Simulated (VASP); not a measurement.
Set up this calculation in VASP 6.6.1, as the native input.

| Quantity | Value |
| --- | --- |
| Task | single point |
| Functional | PBE |
| Potentials or basis | VASP PAW PBE potentials, release 64 (S, Li_sv) |
| Cutoff | 750 eV |
| k mesh | 8 × 8 × 8 |
| Occupations | gaussian, width 0.01 eV |
| Spin | no spin polarisation |
| Dipole correction | no |
| Further INCAR settings | ALGO = Normal; EDIFF = 1e-06; NBANDS = 13 |

The structure of Li2S lies in POSCAR:

```
Li2S
1.0
    0.0000000000      2.8452942310      2.8452942310
    2.8452942310      0.0000000000      2.8452942310
    2.8452942310      2.8452942310      0.0000000000
S Li
1 2
Direct
    0.0000000000      0.0000000000      0.0000000000
    0.2500000000      0.2500000000      0.2500000000
    0.7500000000      0.7500000000      0.7500000000
```

One way to write it, as run:

INCAR

```
PREC = Accurate
ENCUT = 750
EDIFF = 1E-6
ISMEAR = 0
SIGMA = 0.01
LREAL = False
LASPH = True
NELM = 120
ALGO = Normal
ISIF = 2
LWAVE = False
LCHARG = True
GGA = PE
LELF = True
LVHAR = True
NBANDS = 13
GGA_COMPAT = False
```

KPOINTS

```
Automatic mesh
0
Gamma
  8 8 8
```

Potentials or basis: VASP PAW PBE potentials, release 64 (S, Li_sv).

Run with:

```sh
$ cat potpaw_PBE.64/S/POTCAR potpaw_PBE.64/Li_sv/POTCAR > POTCAR
$ mpirun -np 1 vasp_std > vasp.out
```

Results of the run:

```
Pressure               : 0.2 GPa
Band gap on the k mesh : 3.39 eV (least direct gap 4.29 eV)
```

It took 57 s on 1 thread of Intel Xeon 8259CL (shared host), peak memory 0.2 GiB.
